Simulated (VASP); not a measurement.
Input of a VASP 6.6.1 run:

POSCAR

```
Si
1.0
    0.0000000000      2.7398772164      2.7398772164
    2.7398772164      0.0000000000      2.7398772164
    2.7398772164      2.7398772164      0.0000000000
Si
2
Direct
    0.5000000000      0.5000000000      0.5000000000
    0.7500000000      0.7500000000      0.7500000000
```

File INCAR.step1:

```
ALGO = Normal ; EDIFF = 1E-5
ENCUT = 520 ; GGA = PE
ISIF = 2 ; ISMEAR = -1
LASPH = T ; LCHARG = F
LREAL = F ; LWAVE = T
NBANDS = 11 ; NELM = 100
PREC = Accurate ; SIGMA = 0.05
```

The input INCAR.step2:

```
AEXX = 0.25 ; ALGO = Normal
EDIFF = 1E-6 ; ENCUT = 520
GGA = PS ; ISIF = 2
ISMEAR = -1 ; ISTART = 1
LASPH = T ; LCHARG = F
LHFCALC = T ; LREAL = F
LWAVE = F ; NBANDS = 11
NELM = 100 ; PREC = Accurate
PRECFOCK = Normal ; SIGMA = 0.05
```

Contents of KPOINTS:

```
k-points
0
Gamma
  4 4 4
```

Potentials or basis: VASP PAW PBE potentials, release 64 (Si).

Run with:

```bash
$ cat potpaw_PBE.64/Si/POTCAR > POTCAR
$ cp INCAR.step1 INCAR
$ mpirun -np 1 vasp_std > vasp.out
$ cp INCAR.step2 INCAR
$ mpirun -np 1 vasp_std > vasp.out
```

(1) What does it give for the pressure?

(2) What does it give for the band gap on the k mesh?

Results:

(1) -3.1 GPa.

(2) 2.01 eV, indirect (least direct gap 4.04 eV).

Caveat: the k points lie up to 0.50 Å⁻¹ apart; the PAW data sets were made with another functional, which shifts forces and pressure a little.
